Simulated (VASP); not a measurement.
O:

```xyz
2
Lattice="1.4041 0.8107 3.3622 -1.4041 0.8107 3.3622 0.0000 -1.6213 3.3622" Properties=species:S:1:pos:R:3 pbc="T T T"
O     0.0000    0.0000    0.5820
O     0.0000    0.0000    9.5047
```

Base run:

```yaml
Program: VASP 6.6.1
Functional: LDA
Potentials_or_basis: VASP PAW LDA potentials, release 64 (O)
Cutoff: 520 eV
k_mesh: 10 × 10 × 10
Occupations: fermi-dirac, width 0.02 eV
Spin: no spin polarisation
```

Its results: band gap on the k mesh zero (bands 6 and 7 overlap by 1.43 eV); pressure 6.5 GPa; largest force 5.223 eV/Å.

Task: The run is repeated on the same cell with these changes: functional from LDA to revPBE; potentials or basis from VASP PAW LDA potentials, release 64 (O) to VASP PAW PBE potentials, release 64 (O). What comes out?

Result: Band gap on the k mesh zero (bands 6 and 7 overlap by 1.37 eV); pressure 18.3 GPa; largest force 6.207 eV/Å.

Caveats: the standard files for N, O and F lose accuracy on very short bonds; spin is off for a triplet molecule; the cell stands under pressure; forces of over 1 eV/Å act on the atoms, so gaps and moduli don't describe the material at rest (at least some runs); this functional lacks dispersion, which holds the molecules together, so the pressure and a relaxed volume are unreliable (at least some runs); the PAW data sets were made with another functional, which shifts forces and pressure a little (at least some runs).
